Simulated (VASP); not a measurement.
# PbS (R3m) in VASP: further runs

The runs below take PbS through single point, with LDA.

Everything below comes from runs of VASP 6.6.1. Logs are shortened: lines on timing, memory, paths and dates and some standing lists are left out, and cuts for length are marked.

## Step 1: The cell of the first run

The structure is trigonal, space group R3m (No. 160). The conventional cell has a = 4.168 Å, b = 4.168 Å, c = 10.216 Å, α = 90.00°, β = 90.00°, γ = 120.00°. Within 3.8 Å of Pb (site symmetry 3m) lie 6 S at 2.92 to 2.98 Å. S (site symmetry 3m) has 6 Pb at 2.92 to 2.98 Å within 3.8 Å.

## Step 2: Single point, LDA (volume scaled by 0.96)

File INCAR:

```
SYSTEM = PbS
PREC = Accurate
ENCUT = 520
EDIFF = 1E-6
ISMEAR = -1
SIGMA = 0.05
LREAL = .FALSE.
LASPH = .TRUE.
NELM = 80
ALGO = Normal
ISIF = 2
LWAVE = .FALSE.
LCHARG = .FALSE.
NBANDS = 17
```

File KPOINTS:

```
regular mesh
0
G
  8 8 8
  0 0 0
```

File POSCAR:

```
PbS
1.0
    2.0841087231      1.2032607323      3.4052630159
   -2.0841087231      1.2032607323      3.4052630159
    0.0000000000     -2.4065214646      3.4052630159
Pb S
1 1
Direct
    0.9805657800      0.9805657800      0.9805657800
    0.4750355500      0.4750355500      0.4750355500
```

Potentials or basis: VASP PAW LDA potentials, release 64 (Pb_d, S).

Started as:

```
$ cat potpaw_LDA.64/Pb_d/POTCAR potpaw_LDA.64/S/POTCAR > POTCAR
$ mpirun -np 1 vasp_std > vasp.out
```

OUTCAR:

```text
SYSTEM = PbS
   PREC = Accurate
   ENCUT = 520
   EDIFF = 1E-6
   ISMEAR = -1
   LREAL = .FALSE.
   LASPH = .TRUE.
   NELM = 80
   ISIF = 2

 ion  position               nearest neighbor table
   1  0.981  0.981  0.981-   2 2.92   2 2.92   2 2.92   2 2.98   2 2.98   2 2.98
   2  0.475  0.475  0.475-   1 2.92   1 2.92   1 2.92   1 2.98   1 2.98   1 2.98

  LATTYP: Found a trigonal (rhomboedric) cell.
 ALAT       =     4.1697915736
 COS(alpha) =     0.5003774362

  Lattice vectors:

 A1 = (   2.0841087231,   1.2032607323,   3.4052630159)
 A2 = (  -2.0841087231,   1.2032607323,   3.4052630159)
 A3 = (   0.0000000000,  -2.4065214646,   3.4052630159)

Analysis of symmetry for initial positions (statically):
=====================================================================
 Subroutine PRICEL returns:
 Original cell was already a primitive cell.

 Routine SETGRP: Setting up the symmetry group for a
 trigonal (rhombohedral) supercell.

 Subroutine GETGRP returns: Found  6 space group operations
 (whereof  6 operations were pure point group operations)
 out of a pool of 12 trial point group operations.

The static configuration has the point symmetry C_3v.

Analysis of symmetry for dynamics (positions and initial velocities):
=====================================================================
 Subroutine PRICEL returns:
 Original cell was already a primitive cell.

 Routine SETGRP: Setting up the symmetry group for a
 trigonal (rhombohedral) supercell.

 Subroutine GETGRP returns: Found  6 space group operations
 (whereof  6 operations were pure point group operations)
 out of a pool of 12 trial point group operations.

The dynamic configuration has the point symmetry C_3v.

 Subroutine INISYM returns: Found  6 space group operations
 (whereof  6 operations are pure point group operations),
 and found     1 'primitive' translations

----------------------------------------------------------------------------------------

                                     Primitive cell

  volume of cell :      51.2368

  direct lattice vectors                    reciprocal lattice vectors
     2.084108723  1.203260732  3.405263016     0.239910708  0.138512512  0.097887691
    -2.084108723  1.203260732  3.405263016    -0.239910708  0.138512512  0.097887691
     0.000000000 -2.406521465  3.405263016     0.000000000 -0.277025024  0.097887691

  length of vectors
     4.169791574  4.169791574  4.169791574     0.293810932  0.293810932  0.293810932

  position of ions in fractional coordinates (direct lattice)
     0.980565780  0.980565780  0.980565780
     0.475035550  0.475035550  0.475035550

  ion indices of the primitive-cell ions
   primitive index   ion index
                 1           1
                 2           2

----------------------------------------------------------------------------------------

 KPOINTS: regular mesh

Automatic generation of k-mesh.
 Grid dimensions read from file:
 generate k-points for:    8    8    8

 Generating k-lattice:

  Cartesian coordinates                     Fractional coordinates (reciprocal lattice)
     0.029988839  0.017314064  0.012235961     0.125000000  0.000000000  0.000000000
    -0.029988839  0.017314064  0.012235961     0.000000000  0.125000000  0.000000000
     0.000000000 -0.034628128  0.012235961     0.000000000  0.000000000  0.125000000

  Length of vectors
     0.036726367  0.036726367  0.036726367

  Shift w.r.t. Gamma in fractional coordinates (k-lattice)
     0.000000000  0.000000000  0.000000000

 Subroutine IBZKPT returns following result:
 ===========================================

 Found     65 irreducible k-points:

 Following reciprocal coordinates:
            Coordinates               Weight
  0.000000  0.000000  0.000000      1.000000
  0.125000  0.000000  0.000000      6.000000
  0.250000  0.000000  0.000000      6.000000
  0.375000  0.000000  0.000000      6.000000
  0.500000  0.000000  0.000000      3.000000
  0.125000  0.125000  0.000000      6.000000
[... 16 lines left out ...]
  0.250000  0.125000  0.125000      6.000000
  0.375000  0.125000  0.125000      6.000000
 [... further k-points ...]
   k-points           NKPTS =     65   k-points in BZ     NKDIM =     65   number of bands    NBANDS=     17
   number of dos      NEDOS =    301   number of ions     NIONS =      2
   total plane-waves  NPLWV =  32768
   dimension x,y,z NGX =    32 NGY =   32 NGZ =   32
   dimension x,y,z NGXF=    64 NGYF=   64 NGZF=   64
   ions per type =               1   1
   NGX,Y,Z   is equivalent  to a cutoff of  12.76, 12.76, 12.76 a.u.
   NGXF,Y,Z  is equivalent  to a cutoff of  25.52, 25.52, 25.52 a.u.
 SYSTEM =  PbS
   PREC   = accura    normal or accurate (medium, high low for compatibility)
   ISTART =      0    job   : 0-new  1-cont  2-samecut
   ICHARG =      2    charge: 1-file 2-atom 10-const
   ISPIN  =      1    spin polarized calculation?
   LNONCOLLINEAR =      F non collinear calculations
   LSORBIT =      F    spin-orbit coupling
   LASPH  =      T    aspherical Exc in radial PAW
   ENCUT  =  520.0 eV  38.22 Ry    6.18 a.u.   7.75  7.75  7.75*2*pi/ulx,y,z
   NELM   =     80;   NELMIN=  2; NELMDL= -5     # of ELM steps
   EDIFF  = 0.1E-05   stopping-criterion for ELM
   LREAL  =      F    real-space projection
   EDIFFG = 0.1E-04   stopping-criterion for IOM
   NSW    =      0    number of steps for IOM
   IBRION =     -1    ionic relax: 0-MD 1-quasi-New 2-CG
   NFREE  =      0    steps in history (QN), initial steepest desc. (CG)
   ISIF   =      2    stress and relaxation
   ISYM   =      2    0-nonsym 1-usesym 2-fastsym
   POTIM  = 0.5000    time-step for ionic-motion
   TEBEG  =    0.0;   TEEND  =   0.0 temperature during run
   PSTRESS=    0.0 pullay stress
   NELECT =      20.0000    total number of electrons
   NUPDOWN=      -1.0000    fix difference up-down
   EMIN   =  10.00;   EMAX   =-10.00  energy-range for DOS
   EFERMI =   0.00;   METHOD = LEGACY
   ISMEAR =    -1;   SIGMA  =   0.05  broadening in eV -4-tet -1-fermi 0-gaus
   EFERMI_NEDOS =   21; number of points for ismear=-14 and -15
   IALGO  =     38    algorithm
   IMIX   =      4    mixing-type and parameters
     AMIX     =   0.40;   BMIX     =  1.00
     AMIX_MAG =   1.60;   BMIX_MAG =  1.00
  volume/ion in A,a.u.               =      25.62       172.88
  Fermi-wavevector in a.u.,A,eV,Ry     =   1.196440  2.260943 19.476304  1.431468
  Thomas-Fermi vector in A             =   2.332380
   LORBIT       =      0    0 simple, 1 ext, 2 COOP (PROOUT), +10 PAW based schemes
   GGA     = CA    functional components
   LHFCALC =     F    Hartree Fock is set to
   AEXX    =    0.0000 exact exchange contribution
   IVDW    =     0    specifies the selected vdW correction
   LEPSILON=     F    determine dielectric tensor
   LRPA    =     F    only Hartree local field effects (RPA)
 non-spin polarized calculation
  energy-cutoff  :      520.00
  volume of cell :       51.24
 maximum number of plane-waves:      1411
   NGX = 15   NGY = 15   NGZ = 15

 number of electron      20.0000001 magnetization

 Free energy of the ion-electron system (eV)
  ---------------------------------------------------
  ext. energy  EPLUGINS =         0.00000000
  ---------------------------------------------------
  free energy    TOTEN  =        -9.99352100 eV

  energy without entropy =       -9.99296140  energy(sigma->0) =       -9.99324120

 E-fermi :   5.9310     XC(G=0): -10.1116

 val. band max:        5.8438425117   @ k =   0.5000   0.0000   0.0000
 cond. band min:       6.0180248739   @ k =   0.5000   0.0000   0.0000
 fundamental gap:      0.1741823622
 Fermi energy:         5.9309525113

 k-point     1 :       0.0000    0.0000    0.0000
  band No.  band energies     occupation
      1     -10.9690      2.00000
      2     -10.9687      2.00000
      3     -10.9687      2.00000
      4     -10.9608      2.00000
      5     -10.9608      2.00000
      6      -7.9039      2.00000
[... 9 lines left out ...]
     16      12.4708      0.00000
     17      14.2213      0.00000

 k-point     2 :       0.1250    0.0000    0.0000
  band No.  band energies     occupation
      1     -10.9689      2.00000
      2     -10.9682      2.00000
      3     -10.9677      2.00000
      4     -10.9589      2.00000
      5     -10.9589      2.00000
      6      -7.7635      2.00000
[... 9 lines left out ...]
     16      12.8307      0.00000
     17      15.4930      0.00000

 k-point     3 :       0.2500    0.0000    0.0000
  band No.  band energies     occupation
      1     -10.9798      2.00000
      2     -10.9792      2.00000
      3     -10.9667      2.00000
      4     -10.9420      2.00000
      5     -10.9418      2.00000
      6      -7.3711      2.00000
[... 9 lines left out ...]
     16      13.6792      0.00000
     17      17.6107      0.00000

 k-point     4 :       0.3750    0.0000    0.0000
  band No.  band energies     occupation
      1     -10.9917      2.00000
      2     -10.9909      2.00000
      3     -10.9662      2.00000
      4     -10.9243      2.00000
      5     -10.9240      2.00000
      6      -6.8529      2.00000
[... 9 lines left out ...]
     16      14.9242      0.00000
     17      17.5682      0.00000

 k-point     5 :       0.5000    0.0000    0.0000
  band No.  band energies     occupation
      1     -10.9967      2.00000
      2     -10.9957      2.00000
      3     -10.9661      2.00000
      4     -10.9169      2.00000
      5     -10.9166      2.00000
      6      -6.5663      2.00000
[... 9 lines left out ...]
     16      15.8955      0.00000
     17      16.3187      0.00000

 k-point     6 :       0.1250    0.1250    0.0000
  band No.  band energies     occupation
      1     -10.9747      2.00000
      2     -10.9730      2.00000
      3     -10.9594      2.00000
      4     -10.9593      2.00000
      5     -10.9566      2.00000
      6      -7.7143      2.00000
[... 9 lines left out ...]
     16      13.6204      0.00000
     17      15.1165      0.00000

 k-point     7 :       0.2500    0.1250    0.0000
  band No.  band energies     occupation
      1     -10.9924      2.00000
      2     -10.9732      2.00000
      3     -10.9642      2.00000
      4     -10.9483      2.00000
      5     -10.9395      2.00000
      6      -7.3995      2.00000
[... 9 lines left out ...]
     16      14.4304      0.00000
     17      16.3993      0.00000

 k-point     8 :       0.3750    0.1250    0.0000
  band No.  band energies     occupation
      1     -11.0080      2.00000
      2     -10.9761      2.00000
      3     -10.9672      2.00000
      4     -10.9366      2.00000
      5     -10.9218      2.00000
      6      -6.9094      2.00000
[... 9 lines left out ...]
     16      15.5050      0.00000
     17      17.5201      0.00000
[... 203 lines left out ...]
      1     -11.1113      2.00000
      2     -10.9898      2.00000
      3     -10.9399      2.00000
      4     -10.9089      2.00000
      5     -10.9053      2.00000
      6      -6.1796      2.00000
[... 9 lines left out ...]
     16      17.4128      0.00000
     17      17.5750      0.00000

 k-point    20 :      -0.3750    0.3750    0.0000
  band No.  band energies     occupation
      1     -11.0882      2.00000
      2     -10.9730      2.00000
      3     -10.9529      2.00000
      4     -10.9205      2.00000
      5     -10.9102      2.00000
      6      -6.1048      2.00000
[... 9 lines left out ...]
     16      16.7224      0.00000
     17      18.4736      0.00000

 k-point    21 :       0.5000    0.5000    0.0000
  band No.  band energies     occupation
      1     -11.1326      2.00000
      2     -10.9975      2.00000
      3     -10.9322      2.00000
      4     -10.9012      2.00000
      5     -10.9011      2.00000
      6      -6.0992      2.00000
[... 9 lines left out ...]
     16      18.0909      0.00000
     17      18.0945      0.00000

 k-point    22 :       0.1250    0.1250    0.1250
  band No.  band energies     occupation
      1     -10.9684      2.00000
      2     -10.9684      2.00000
      3     -10.9683      2.00000
      4     -10.9586      2.00000
      5     -10.9586      2.00000
      6      -7.7641      2.00000
[... 9 lines left out ...]
     16      12.8233      0.00000
     17      15.4918      0.00000

 k-point    23 :       0.2500    0.1250    0.1250
  band No.  band energies     occupation
      1     -10.9734      2.00000
      2     -10.9728      2.00000
      3     -10.9678      2.00000
      4     -10.9579      2.00000
      5     -10.9448      2.00000
      6      -7.5366      2.00000
[... 9 lines left out ...]
     16      13.9820      0.00000
     17      15.3712      0.00000

 k-point    24 :       0.3750    0.1250    0.1250
  band No.  band energies     occupation
      1     -10.9886      2.00000
      2     -10.9827      2.00000
      3     -10.9641      2.00000
      4     -10.9419      2.00000
      5     -10.9318      2.00000
      6      -7.0881      2.00000
[... 9 lines left out ...]
     16      15.3584      0.00000
     17      16.6856      0.00000

 [... further k-points ...]
[... 5 lines left out ...]
  --------------------------------------------------------------------------------------
  -------------------------------------------------------------------------------------
  Total       -0.4871798     -0.4871798     -0.4831811      0.0000000     -0.0000000      0.0000000
  in kB      -15.2341357    -15.2341357    -15.1090971      0.0000000     -0.0000000      0.0000000
  external PRESSURE =     -15.1924562 kB  Pullay stress =       0.0000000 kB

 VOLUME and BASIS-vectors are now :
 -----------------------------------------------------------------------------
  energy-cutoff  :      520.00
  volume of cell :       51.24
      direct lattice vectors                 reciprocal lattice vectors
     2.084108723  1.203260732  3.405263016     0.239910708  0.138512512  0.097887691
    -2.084108723  1.203260732  3.405263016    -0.239910708  0.138512512  0.097887691
     0.000000000 -2.406521465  3.405263016     0.000000000 -0.277025024  0.097887691

 POSITION                                       TOTAL-FORCE (eV/Angst)
 -----------------------------------------------------------------------------------
      0.00000      0.00000     10.01725         0.000000      0.000000     -0.018014
      0.00000      0.00000      4.85286         0.000000     -0.000000      0.018014
 -----------------------------------------------------------------------------------
    total drift:                                0.000000      0.000000     -0.000628

  FREE ENERGIE OF THE ION-ELECTRON SYSTEM (eV)
  ---------------------------------------------------
  free  energy   TOTEN  =        -9.9935209965 eV

  energy  without entropy=       -9.9929614047  energy(sigma->0) =       -9.99324120
```

Wall time 81 s (1 thread of AMD EPYC 7R13 (Zen 3), shared host); peak memory 0.16 GiB.

What came out:

- Free energy: -9.9935 eV
- Pressure: -1.5 GPa
- Largest force: 0.018 eV/Å
- Band gap on the k mesh: 0.17 eV, direct

Forces in eV/Å, atoms in the order of the input:
```
Pb   0.000  0.000 -0.018
S    0.000  0.000  0.018
```

Caveat: spin-orbit coupling is left out, which moves the levels of the heavy elements. A k mesh can miss the band edges.

## Step 3: Single point, LDA (volume scaled by 0.98)

File INCAR:

```
ALGO = Normal
EDIFF = 1E-6
ENCUT = 520
GGA = CA
ISIF = 2
ISMEAR = -1
LASPH = T
LCHARG = F
LREAL = F
LWAVE = F
NBANDS = 17
NELM = 60
PREC = Accurate
SIGMA = 0.05
```

File KPOINTS:

```
k-points
0
Gamma
  8 8 8
```

File POSCAR:

```
PbS
1.0
    2.0984823409      1.2115593444      3.4287483306
   -2.0984823409      1.2115593444      3.4287483306
    0.0000000000     -2.4231186889      3.4287483306
Pb S
1 1
Direct
    0.9805657800      0.9805657800      0.9805657800
    0.4750355500      0.4750355500      0.4750355500
```

Potentials or basis: VASP PAW LDA potentials, release 64 (Pb_d, S).

Started as:

```
$ cat potpaw_LDA.64/Pb_d/POTCAR potpaw_LDA.64/S/POTCAR > POTCAR
$ mpirun -np 1 vasp_std > vasp.out
```

OUTCAR:

```text
EDIFF = 1E-6
   ENCUT = 520
   GGA = CA
   ISIF = 2
   ISMEAR = -1
   LASPH = T
   LREAL = F
   NELM = 60
   PREC = Accurate

 ion  position               nearest neighbor table
   1  0.981  0.981  0.981-   2 2.94   2 2.94   2 2.94   2 3.00   2 3.00   2 3.00
   2  0.475  0.475  0.475-   1 2.94   1 2.94   1 2.94   1 3.00   1 3.00   1 3.00

  LATTYP: Found a trigonal (rhomboedric) cell.
 ALAT       =     4.1985496656
 COS(alpha) =     0.5003774362

  Lattice vectors:

 A1 = (   2.0984823409,   1.2115593444,   3.4287483306)
 A2 = (  -2.0984823409,   1.2115593444,   3.4287483306)
 A3 = (   0.0000000000,  -2.4231186889,   3.4287483306)

Analysis of symmetry for initial positions (statically):
=====================================================================
 Subroutine PRICEL returns:
 Original cell was already a primitive cell.

 Routine SETGRP: Setting up the symmetry group for a
 trigonal (rhombohedral) supercell.

 Subroutine GETGRP returns: Found  6 space group operations
 (whereof  6 operations were pure point group operations)
[... 154 lines left out ...]

 Free energy of the ion-electron system (eV)
  ---------------------------------------------------
  ext. energy  EPLUGINS =         0.00000000
  ---------------------------------------------------
  free energy    TOTEN  =        -9.98008188 eV

  energy without entropy =       -9.97969766  energy(sigma->0) =       -9.97988977

 E-fermi :   5.6696     XC(G=0): -10.0171

 val. band max:        5.5492111072   @ k =   0.5000  -0.0000  -0.0000
 cond. band min:       5.7899595853   @ k =   0.5000  -0.0000  -0.0000
 fundamental gap:      0.2407484780
 Fermi energy:         5.6695974817

 k-point     1 :       0.0000    0.0000    0.0000
  band No.  band energies     occupation
      1     -11.2073      2.00000
      2     -11.2070      2.00000
      3     -11.2070      2.00000
      4     -11.1984      2.00000
      5     -11.1984      2.00000
      6      -7.9903      2.00000
[... 457 lines left out ...]
      4     -11.1822      2.00000
      5     -11.1725      2.00000
      6      -7.2041      2.00000
[... 9 lines left out ...]
     16      15.0858      0.00000
     17      16.3474      0.00000

 [... further k-points ...]
[... 5 lines left out ...]
  --------------------------------------------------------------------------------------
  -------------------------------------------------------------------------------------
  Total       -0.8691066     -0.8691066     -0.8635442      0.0000000      0.0000000      0.0000000
  in kB      -26.6223721    -26.6223721    -26.4519859      0.0000000      0.0000000      0.0000000
  external PRESSURE =     -26.5655767 kB  Pullay stress =       0.0000000 kB

 VOLUME and BASIS-vectors are now :
 -----------------------------------------------------------------------------
  energy-cutoff  :      520.00
  volume of cell :       52.30
      direct lattice vectors                 reciprocal lattice vectors
     2.098482341  1.211559344  3.428748331     0.238267433  0.137563766  0.097217206
    -2.098482341  1.211559344  3.428748331    -0.238267433  0.137563766  0.097217206
     0.000000000 -2.423118689  3.428748331     0.000000000 -0.275127533  0.097217206

 POSITION                                       TOTAL-FORCE (eV/Angst)
 -----------------------------------------------------------------------------------
      0.00000     -0.00000     10.08634         0.000000      0.000000     -0.007118
      0.00000     -0.00000      4.88633         0.000000     -0.000000      0.007118
 -----------------------------------------------------------------------------------
    total drift:                                0.000000     -0.000000     -0.000623

  FREE ENERGIE OF THE ION-ELECTRON SYSTEM (eV)
  ---------------------------------------------------
  free  energy   TOTEN  =        -9.9800818752 eV

  energy  without entropy=       -9.9796976607  energy(sigma->0) =       -9.97988977
```

stdout:

```text
POSCAR found type information on POSCAR PbS
 POSCAR found :  2 types and       2 ions
 scaLAPACK will be used
 LDA part: xc-table for (Slater(with rela. corr.)+CA(PZ))
 , standard interpolation
 POSCAR, INCAR and KPOINTS ok, starting setup
 FFT: planning ... GRIDC
 FFT: planning ... GRID_SOFT
 FFT: planning ... GRID
 WAVECAR not read
 entering main loop
```

It took 75 s on 1 thread of AMD EPYC 7R13 (Zen 3), shared host; peak memory 0.16 GiB.

Results:

| Quantity | Value |
| --- | --- |
| Free energy | -9.9801 eV |
| Pressure | -2.7 GPa |
| Largest force | 0.007 eV/Å |
| Band gap on the k mesh | 0.24 eV, direct |

Forces in eV/Å, atoms in the order of the input:
```
Pb   0.000  0.000 -0.007
S    0.000  0.000  0.007
```

Caveat: spin-orbit coupling is left out, which moves the levels of the heavy elements.
